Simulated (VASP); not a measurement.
Here is a VASP 6.6.1 calculation.

Contents of INCAR:

```
ALGO     = Normal         # electronic algorithm
EDIFF    = 1E-7           # SCF threshold, eV
ENCUT    = 520            # plane-wave cutoff, eV
GGA      = PE             # functional
ISIF     = 2              # what is computed and relaxed
ISMEAR   = 0              # smearing method
LASPH    = T              # aspherical terms in the spheres
LCHARG   = F              # write CHGCAR
LREAL    = F              # projectors in reciprocal space
LWAVE    = F              # write WAVECAR
NBANDS   = 46             # bands
NELM     = 80             # most SCF steps
PREC     = Accurate       # precision mode
SIGMA    = 0.05           # smearing width, eV
```

KPOINTS

```
k-points
0
Gamma
  8 8 3
```

File POSCAR:

```
ZnS
1.0
   -3.8109987816      0.0000000000      0.0000000000
   -1.9054993908     -3.3004217586      0.0000000000
   -3.8111893315     -2.2003911865     12.4680000000
Zn S
4 4
Direct
   -0.1025217917     -0.1025217917      0.6537500000
    0.2308282083      0.2308282083      0.1537500000
    0.0641365417      0.0641365417      0.9037500000
    0.3974865417      0.3974865417      0.4037500000
   -0.2308615417     -0.2308615417      0.8462500000
    0.1024884583      0.1024884583      0.3462500000
    0.6024967917      0.6024967917      0.0962500000
    0.2691467917      0.2691467917      0.5962500000
```

Potentials or basis: VASP PAW PBE potentials, release 64 (Zn, S).

Run with:

```sh
$ cat potpaw_PBE.64/Zn/POTCAR potpaw_PBE.64/S/POTCAR > POTCAR
$ mpirun -np 1 vasp_std > vasp.out
```

Q: Predict the pressure.

A: 2.5 GPa.

Q: Predict the largest force.

A: 0.536 eV/Å.

Q: What does it give for the band gap on the k mesh?

A: 1.23 eV, direct.

Stress tensor (GPa, compression positive):
```
1.82 0.00 0.00
0.00 1.82 0.00
0.00 0.00 3.92
```

A k mesh can miss the band edges. As with any semilocal functional, this PBE gap is likely too small.
